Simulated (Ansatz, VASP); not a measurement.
# Two plane-wave programs on LiCl

The input INCAR:

```
PREC = Accurate
ENCUT = 520
EDIFF = 1E-7
ISMEAR = 0
SIGMA = 0.05
LREAL = F
LASPH = T
NELM = 100
ALGO = Normal
ISIF = 2
LWAVE = F
LCHARG = F
GGA = PS
NBANDS = 12
```

Contents of KPOINTS:

```
Automatic mesh
0
Gamma
  8 8 8
```

The input POSCAR:

```
LiCl
1.0
   -0.2707532987      2.4367796886      2.4367796886
    2.4367796886     -0.2707532987      2.4367796886
    2.4367796886      2.4367796886     -0.2707532987
Li Cl
1 1
Direct
    0.0000000000      0.0000000000      0.0000000000
    0.5000000000      0.5000000000      0.5000000000
```

Input for Ansatz:

```yaml
crystal:
  lattice:
    - [-0.2707532987, 2.4367796886, 2.4367796886]
    - [2.4367796886, -0.2707532987, 2.4367796886]
    - [2.4367796886, 2.4367796886, -0.2707532987]
  atoms:
    - { symbol: Li, position: [0.0, 0.0, 0.0] }
    - { symbol: Cl, position: [0.5, 0.5, 0.5] }
basis:
  ecutwfc: 420
kpoints:
  mp_grid: { grid: [8, 8, 8] }
hamiltonian:
  xc: pbesol
scf:
  occupations: { method: gaussian, width: 0.05 }
output:
  forces: true
  stress: true
  eigenvalues: true
```

Alike in both runs: task single point; functional PBEsol; k mesh 8 × 8 × 8; occupations gaussian, width 0.05 eV; no spin polarisation.

|  | VASP | Ansatz |
| --- | --- | --- |
| version | VASP 6.6.1 | Ansatz 0.2.0 |
| potentials or method | VASP PAW PBE potentials, release 64 (Li_sv, Cl), cutoff 520 eV | scalar-relativistic, plane waves, PAW |
| valence electrons in the cell | 10 | 10 |

```tsv
	VASP	Ansatz	Ansatz less VASP
gap on the k mesh at the Fermi level (eV)	5.36	5.35	-0.016
least direct gap on the mesh (eV)	5.47	5.46	-0.012
```

VASP's potentials were made for PBE, not for PBEsol.

Noted on VASP's run: the cutoff is under 1.25 times that of the potentials, so the pressure is a little rough.
